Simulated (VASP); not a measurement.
## KCl: single point with PBE

Crystal: KCl.

```
K Cl
1.0
     3.83447    0.00000    0.00000
     0.00000    3.83447    0.00000
     0.00000    0.00000    3.83447
K Cl
1 1
Direct
  0.00000 0.00000 0.00000
  0.50000 0.50000 0.50000
```

| Item | Value |
| --- | --- |
| Program | VASP 6.6.1 |
| Task | single point |
| Functional | PBE |
| Potentials or basis | VASP PAW PBE potentials, release 64 (K_sv, Cl) |
| Cutoff | 520 eV |
| k mesh | 6 × 6 × 6 |
| Occupations | fermi-dirac, width 0.02 eV |
| Spin | no spin polarisation |
| Dipole correction | no |
| Further INCAR settings | ALGO = Normal; EDIFF = 1e-06; NBANDS = 15 |

The pressure is 0.0 GPa. The band gap on the k mesh is 4.81 eV, indirect (least direct gap 5.02 eV).

Levels at points of the mesh, in eV from the valence-band top:
| k point | band 4 | band 5 | band 6 | band 7 | band 8 | band 9 | band 10 | band 11 | band 12 | band 13 |
| --- | --- | --- | --- | --- | --- | --- | --- | --- | --- | --- |
| (0.00, 0.00, 0.00) | -11.44 | -11.44 | -0.20 | -0.20 | -0.20 | 4.81 | 6.57 | 6.57 | 10.65 | 10.65 |
| (0.50, 0.00, 0.00) | -11.41 | -11.29 | -1.76 | -0.21 | -0.21 | 7.72 | 7.91 | 8.26 | 10.14 | 10.50 |
| (0.50, 0.50, 0.00) | -11.67 | -11.39 | -1.20 | -1.20 | 0.00 | 6.19 | 7.29 | 8.94 | 8.94 | 11.37 |
| (0.50, 0.50, 0.50) | -11.61 | -11.61 | -1.31 | -1.31 | -1.31 | 8.82 | 8.82 | 8.82 | 9.90 | 9.90 |

It took 18 s on 1 thread of Intel(R) Xeon(R) Platinum 8488C (Sapphire Rapids), with other jobs on the host, peak memory 0.17 GiB.

A k mesh can miss the band edges. Expect the measured gap to be larger: semilocal functionals such as PBE lack the derivative discontinuity.
